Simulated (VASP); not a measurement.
# Pd (Im-3m) in VASP: a series of runs, part 2 of 2

VASP 6.6.1. The steps go on from the part before.

**3. Single point, LDA**

This run uses another cell than the first one, of 16.17 Å³/atom, 1.020 times its volume.

Contents of INCAR:

```
SYSTEM = Pd
PREC = Accurate ; ENCUT = 520
EDIFF = 1E-6 ; ISMEAR = -1
SIGMA = 0.05 ; LREAL = .False.
LASPH = .True. ; NELM = 100
ALGO = Normal ; ISIF = 2
LWAVE = .False. ; LCHARG = .False.
GGA = CA ; NBANDS = 11
```

Contents of KPOINTS:

```
regular mesh
0
Gamma
  12 12 12
  0 0 0
```

Contents of POSCAR:

```
Pd
1.0
   -1.5929712806      1.5929712806      1.5929712806
    1.5929712806     -1.5929712806      1.5929712806
    1.5929712806      1.5929712806     -1.5929712806
Pd
1
Direct
    0.0000000000      0.0000000000      0.0000000000
```

Potentials or basis: VASP PAW LDA potentials, release 64 (Pd).

Command:

```bash
$ cat potpaw_LDA.64/Pd/POTCAR > POTCAR
$ mpirun -np 1 vasp_std > vasp.out
```

OUTCAR:

```text
SYSTEM = Pd
   PREC = Accurate
   ENCUT = 520
   EDIFF = 1E-6
   ISMEAR = -1
   LREAL = .False.
   LASPH = .True.
   NELM = 100
   ISIF = 2
   GGA = CA

 ion  position               nearest neighbor table
   1  0.000  0.000  0.000-

  LATTYP: Found a body centered cubic cell.
 ALAT       =     3.1859425612

  Lattice vectors:

 A1 = (  -1.5929712806,   1.5929712806,   1.5929712806)
 A2 = (   1.5929712806,  -1.5929712806,   1.5929712806)
 A3 = (   1.5929712806,   1.5929712806,  -1.5929712806)

Analysis of symmetry for initial positions (statically):
=====================================================================
 Subroutine PRICEL returns:
 Original cell was already a primitive cell.

 Routine SETGRP: Setting up the symmetry group for a
 body centered cubic supercell.

 Subroutine GETGRP returns: Found 48 space group operations
 (whereof 48 operations were pure point group operations)
 out of a pool of 48 trial point group operations.

The static configuration has the point symmetry O_h .

Analysis of symmetry for dynamics (positions and initial velocities):
=====================================================================
 Subroutine PRICEL returns:
 Original cell was already a primitive cell.

 Routine SETGRP: Setting up the symmetry group for a
 body centered cubic supercell.

 Subroutine GETGRP returns: Found 48 space group operations
 (whereof 48 operations were pure point group operations)
 out of a pool of 48 trial point group operations.

The dynamic configuration has the point symmetry O_h .

 Subroutine INISYM returns: Found 48 space group operations
 (whereof 48 operations are pure point group operations),
 and found     1 'primitive' translations

----------------------------------------------------------------------------------------

[... 114 lines left out ...]
   LORBIT       =      0    0 simple, 1 ext, 2 COOP (PROOUT), +10 PAW based schemes
   GGA     = CA    functional components
   LHFCALC =     F    Hartree Fock is set to
   AEXX    =    0.0000 exact exchange contribution
   IVDW    =     0    specifies the selected vdW correction
   LEPSILON=     F    determine dielectric tensor
   LRPA    =     F    only Hartree local field effects (RPA)
 non-spin polarized calculation
  energy-cutoff  :      520.00
  volume of cell :       16.17
 maximum number of plane-waves:       466
 NGX is ok and might be reduce to    24
   NGX = 11   NGY = 11   NGZ = 11

 number of electron      10.0000000 magnetization

 number of electron       9.9999998 magnetization

 Free energy of the ion-electron system (eV)
  ---------------------------------------------------
  ext. energy  EPLUGINS =         0.00000000
  ---------------------------------------------------
  free energy    TOTEN  =        -6.31231455 eV

  energy without entropy =       -6.30106229  energy(sigma->0) =       -6.30668842

 E-fermi :   8.0788     XC(G=0): -12.9606

 val. band max:        8.0717757824   @ k =  -0.2500   0.2500   0.1667
 cond. band min:       8.1422340589   @ k =  -0.4167   0.4167   0.2500
 fundamental gap:      0.0704582766
 Fermi energy:         8.0788226348

 k-point     1 :       0.0000    0.0000    0.0000
  band No.  band energies     occupation
      1       1.5562      2.00000
      2       5.4983      2.00000
      3       5.4983      2.00000
      4       5.4983      2.00000
      5       7.2813      2.00000
      6       7.2813      2.00000
      7      27.1984      0.00000
      8      27.1984      0.00000
      9      27.1984      0.00000
     10      34.8323      0.00000
     11      34.8788      0.00000
[... 309 lines left out ...]
 k-point    24 :       0.4167    0.0833    0.0833
  band No.  band energies     occupation
      1       3.7684      2.00000
      2       4.4553      2.00000
      3       7.1532      2.00000
      4       7.2722      2.00000
      5       7.4879      1.99999
      6      11.4978      0.00000
      7      15.2306      0.00000
      8      22.1269      0.00000
      9      22.6243      0.00000
     10      31.6673      0.00000
     11      34.1638      0.00000

 [... further k-points ...]

------------------------ aborting loop because EDIFF is reached ----------------------------------------

  FORCE on cell =-STRESS in cart. coord.  units (eV):
  Direction    XX          YY          ZZ          XY          YZ          ZX
  --------------------------------------------------------------------------------------
  -------------------------------------------------------------------------------------
  Total       -1.9903520     -1.9903520     -1.9903520      0.0000000     -0.0000000      0.0000000
  in kB     -197.2225812   -197.2225812   -197.2225812      0.0000000     -0.0000000      0.0000000
  external PRESSURE =    -197.2225812 kB  Pullay stress =       0.0000000 kB

 VOLUME and BASIS-vectors are now :
 -----------------------------------------------------------------------------
  energy-cutoff  :      520.00
  volume of cell :       16.17
      direct lattice vectors                 reciprocal lattice vectors
    -1.592971281  1.592971281  1.592971281     0.000000000  0.313878854  0.313878854
     1.592971281 -1.592971281  1.592971281     0.313878854  0.000000000  0.313878854
     1.592971281  1.592971281 -1.592971281     0.313878854  0.313878854  0.000000000

 POSITION                                       TOTAL-FORCE (eV/Angst)
 -----------------------------------------------------------------------------------
      0.00000      0.00000      0.00000         0.000000      0.000000     -0.000000
 -----------------------------------------------------------------------------------
    total drift:                               -0.000000      0.000000      0.000000

  FREE ENERGIE OF THE ION-ELECTRON SYSTEM (eV)
  ---------------------------------------------------
  free  energy   TOTEN  =        -6.3123145511 eV

  energy  without entropy=       -6.3010622896  energy(sigma->0) =       -6.30668842
```

OSZICAR:

```text
N       E                     dE             d eps       ncg     rms          rms(c)
DAV:   1     0.428622067078E+02    0.42862E+02   -0.52053E+03  1592   0.848E+02
DAV:   2    -0.598929069870E+01   -0.48851E+02   -0.47284E+02  1746   0.181E+02
DAV:   3    -0.661258452778E+01   -0.62329E+00   -0.62224E+00  1866   0.222E+01
DAV:   4    -0.661548889568E+01   -0.29044E-02   -0.29040E-02  1919   0.158E+00
DAV:   5    -0.661552495156E+01   -0.36056E-04   -0.36055E-04  1990   0.160E-01    0.623E+00
DAV:   6    -0.632349359770E+01    0.29203E+00   -0.14454E+00  1917   0.934E+00    0.290E+00
DAV:   7    -0.631603098710E+01    0.74626E-02   -0.63144E-03  1897   0.810E-01    0.165E+00
DAV:   8    -0.631230761901E+01    0.37234E-02   -0.10454E-03  1925   0.225E-01    0.215E-02
DAV:   9    -0.631231220837E+01   -0.45894E-05   -0.92739E-06  2241   0.232E-02    0.109E-02
DAV:  10    -0.631231456400E+01   -0.23556E-05   -0.80063E-07  1897   0.724E-03    0.121E-03
DAV:  11    -0.631231455105E+01    0.12945E-07   -0.44715E-08  1155   0.154E-03
   1 F= -.63123146E+01 E0= -.63066884E+01  d E =-.112523E-01
```

Run time: 4.2 s. Hardware: 1 thread of Intel Xeon 6975P-C (Granite Rapids), shared host; peak memory 0.13 GiB.

Results:

```yaml
Free_energy: -6.3123 eV
Pressure: -19.7 GPa
Band_gap_on_the_k_mesh: zero (band 5 reaches 8.61 eV, above the bottom of band 6 at 7.18 eV)
```

Levels at points of the mesh, in eV from the Fermi level:
| k point | band 3 | band 4 | band 5 | band 6 | band 7 | band 8 |
| --- | --- | --- | --- | --- | --- | --- |
| (0.00, 0.00, 0.00) | -2.58 | -2.58 | -0.80 | -0.80 | 19.12 | 19.12 |
| (0.50, 0.00, 0.00) | -0.88 | -0.60 | 0.53 | 1.51 | 7.17 | 14.85 |
| (0.50, 0.50, 0.50) | 0.20 | 0.20 | 0.20 | 8.80 | 8.80 | 8.80 |

**4. Single point, LDA**

This run uses another cell than the first one, of 16.48 Å³/atom, 1.039 times its volume.

Contents of INCAR:

```
SYSTEM = Pd
PREC = Accurate
ENCUT = 520
EDIFF = 1E-6
ISMEAR = -1
SIGMA = 0.05
LREAL = .False.
LASPH = .True.
NELM = 60
ALGO = Normal
ISIF = 2
LWAVE = .False.
LCHARG = .True.
GGA = CA
LELF = .True.
LVHAR = .True.
NBANDS = 11
```

Contents of KPOINTS:

```
Automatic mesh
0
Gamma
  12 12 12
  0 0 0
```

Contents of POSCAR:

```
Pd
1.0
   -1.6031178681      1.6031178681      1.6031178681
    1.6031178681     -1.6031178681      1.6031178681
    1.6031178681      1.6031178681     -1.6031178681
Pd
1
Direct
    0.0000000000      0.0000000000      0.0000000000
```

Command:

```bash
$ cat potpaw_LDA.64/Pd/POTCAR > POTCAR
$ mpirun -np 1 vasp_std > vasp.out
```

Wall time 4.4 s (1 thread of Intel Xeon 6975P-C (Granite Rapids), shared host); peak memory 0.13 GiB.

Results (log left out):

```
Free energy            : -6.2724 eV
Pressure               : -21.6 GPa
Band gap on the k mesh : zero (band 5 reaches 8.30 eV, above the bottom of band 6 at 6.92 eV)
```

Levels at points of the mesh, in eV from the Fermi level:
```csv
k point,band 3,band 4,band 5,band 6,band 7,band 8
"(0.00, 0.00, 0.00)",-2.51,-2.51,-0.77,-0.77,19.06,19.06
"(0.50, 0.00, 0.00)",-0.86,-0.59,0.51,1.55,7.02,14.79
"(0.50, 0.50, 0.50)",0.19,0.19,0.19,8.73,8.73,8.73
```

**5. Overview**

```csv
cell,gap on the mesh (eV),pressure (GPa)
"a = 2.741 Å, angles 109.5°, 1 atom",none,-17.6
"a = 2.759 Å, angles 109.5°, 1 atom",none,-19.7
"a = 2.777 Å, angles 109.5°, 1 atom",none,-21.6
```

Alike in all rows: task single point; level LDA; potentials or basis VASP PAW LDA potentials, release 64 (Pd); no spin polarisation; k mesh 12 × 12 × 12; cutoff (eV) 520; smearing fermi-dirac 0.05 eV.

Absolute energies hang on the potentials; compare differences alone.
